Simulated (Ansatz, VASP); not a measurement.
**Ir: VASP beside Ansatz**

POSCAR

```
Ir
1.0
   -1.5788553348      1.5788553348      1.5788553348
    1.5788553348     -1.5788553348      1.5788553348
    1.5788553348      1.5788553348     -1.5788553348
Ir
1
Direct
    0.0000000000      0.0000000000      0.0000000000
```

Contents of INCAR.step1:

```
SYSTEM = Ir
PREC = Accurate
ENCUT = 600
ISMEAR = 0
SIGMA = 0.1
LREAL = .FALSE.
LASPH = .TRUE.
NELM = 60
GGA = PE
ALGO = Normal
EDIFF = 1E-4
LWAVE = .TRUE.
LCHARG = .FALSE.
```

Contents of INCAR.step2:

```
SYSTEM = Ir
PREC = Accurate
ENCUT = 600
EDIFF = 1E-6
ISMEAR = 0
SIGMA = 0.1
LREAL = .FALSE.
LASPH = .TRUE.
NELM = 60
ALGO = Normal
ISIF = 3
LWAVE = .FALSE.
LCHARG = .FALSE.
METAGGA = R2SCAN
LMIXTAU = .TRUE.
IBRION = 2
NSW = 90
EDIFFG = -0.04
ISTART = 1
```

The input KPOINTS:

```
regular mesh
0
G
  8 8 8
  0 0 0
```

Input for Ansatz:

```yaml
crystal:
  lattice:
    - [-1.5788553348, 1.5788553348, 1.5788553348]
    - [1.5788553348, -1.5788553348, 1.5788553348]
    - [1.5788553348, 1.5788553348, -1.5788553348]
  atoms:
    - { symbol: Ir, position: [0.0, 0.0, 0.0] }
basis:
  ecutwfc: 500
kpoints:
  mp_grid: { grid: [8, 8, 8] }
hamiltonian:
  xc: r2scan
scf:
  occupations: { method: gaussian, width: 0.1 }
  lower_state_search: "off"
output:
  forces: true
  stress: true
  eigenvalues: true
relax:
  adjacent_minimum: "off"
  f_tol: 0.04
  max_steps: 70
  cell: { stress_tol: 0.4 }
```

Alike in both runs: task relaxation of cell and atoms; functional r2SCAN; k mesh 8 × 8 × 8; occupations gaussian, width 0.1 eV; no spin polarisation.

|  | VASP | Ansatz |
| --- | --- | --- |
| version | VASP 6.6.1 | Ansatz 0.2.0 |
| potentials or method | VASP PAW PBE potentials, release 64 (Ir), cutoff 600 eV | scalar-relativistic, plane waves, PAW |
| valence electrons in the cell | 9 | 17 |

|  | VASP | Ansatz | Ansatz less VASP |
| --- | --- | --- | --- |
| gap on the k mesh at the Fermi level, each at its own relaxed structure (eV) | none | none | - |
| relaxed volume (Å³/atom) | 14.85 | 14.74 | -0.112 |
| relaxed cell length with the largest relative difference (Å) | 2.682 | 2.675 | -0.0067 |

VASP's potentials were made for PBE, not for r2SCAN. A gap of «none» marks a metal or a gap that the smearing closes. VASP's potentials hold 9 valence electrons a cell and Ansatz's 17, so a difference there can come from the potentials and not from the codes.

Neither program's run includes spin-orbit coupling.
